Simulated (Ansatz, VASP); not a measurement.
**Two plane-wave programs on TiAl2**

POSCAR

```
TiAl2
1.0
    1.9795500000     -6.0472000000      0.0000000000
    1.9795500000      6.0472000000      0.0000000000
    0.0000000000      0.0000000000      4.0315000000
Ti Al
2 4
Direct
    0.6490000000      0.3510000000      0.0000000000
    0.3510000000      0.6490000000      0.0000000000
    0.0000000000      0.0000000000      0.0000000000
    0.8240000000      0.1760000000      0.5000000000
    0.1760000000      0.8240000000      0.5000000000
    0.5000000000      0.5000000000      0.5000000000
```

Contents of INCAR.step1:

```
  ALGO = Normal
  EDIFF = 1E-4
  ENCUT = 520
  GGA = PE
  ISMEAR = 0
  LASPH = T
  LCHARG = F
  LREAL = F
  LWAVE = T
  NBANDS = 27
  NELM = 80
  PREC = Accurate
  SIGMA = 0.1
```

Contents of INCAR.step2:

```
  ALGO = Normal
  EDIFF = 1E-6
  ENCUT = 520
  ISIF = 2
  ISMEAR = 0
  ISTART = 1
  LASPH = T
  LCHARG = F
  LMIXTAU = T
  LREAL = F
  LWAVE = F
  METAGGA = R2SCAN
  NBANDS = 27
  NELM = 80
  PREC = Accurate
  SIGMA = 0.1
```

File KPOINTS:

```
k-points
0
Gamma
  2 2 2
```

Input for Ansatz:

```yaml
crystal:
  lattice:
    - [1.97955, -6.0472, 0.0]
    - [1.97955, 6.0472, 0.0]
    - [0.0, 0.0, 4.0315]
  atoms:
    - { symbol: Ti, position: [0.649, 0.351, 0.0] }
    - { symbol: Ti, position: [0.351, 0.649, 0.0] }
    - { symbol: Al, position: [0.0, 0.0, 0.0] }
    - { symbol: Al, position: [0.824, 0.176, 0.5] }
    - { symbol: Al, position: [0.176, 0.824, 0.5] }
    - { symbol: Al, position: [0.5, 0.5, 0.5] }
basis:
  ecutwfc: 500
kpoints:
  mp_grid: { grid: [2, 2, 2] }
hamiltonian:
  xc: r2scan
scf:
  occupations: { method: gaussian, width: 0.1 }
output:
  forces: true
  stress: true
  eigenvalues: true
```

Alike in both runs: task single point; functional r2SCAN; k mesh 2 × 2 × 2; occupations gaussian, width 0.1 eV; no spin polarisation.

|  | VASP | Ansatz |
| --- | --- | --- |
| version | VASP 6.6.1 | Ansatz 0.2.0 |
| potentials or method | VASP PAW PBE potentials, release 64 (Ti_sv, Al), cutoff 520 eV | scalar-relativistic, plane waves, PAW |
| valence electrons in the cell | 36 | 36 |

```csv
,VASP,Ansatz,Ansatz less VASP
gap on the k mesh at the Fermi level (eV),none,none,-
pressure (GPa),-1.7,-1.7,+0.02
"traceless stress, the component that is largest in VASP (GPa)",-2.72,-2.72,-0.003
rms of the force components (eV/Å),0.185,0.184,-0.0017
```

VASP's potentials were made for PBE, not for r2SCAN. Atom by atom the forces differ by 0.002 eV/Å (rms over components). A gap of «none» marks a metal or a gap that the smearing closes.

The k mesh is coarse, so the values compare programs but aren't converged.
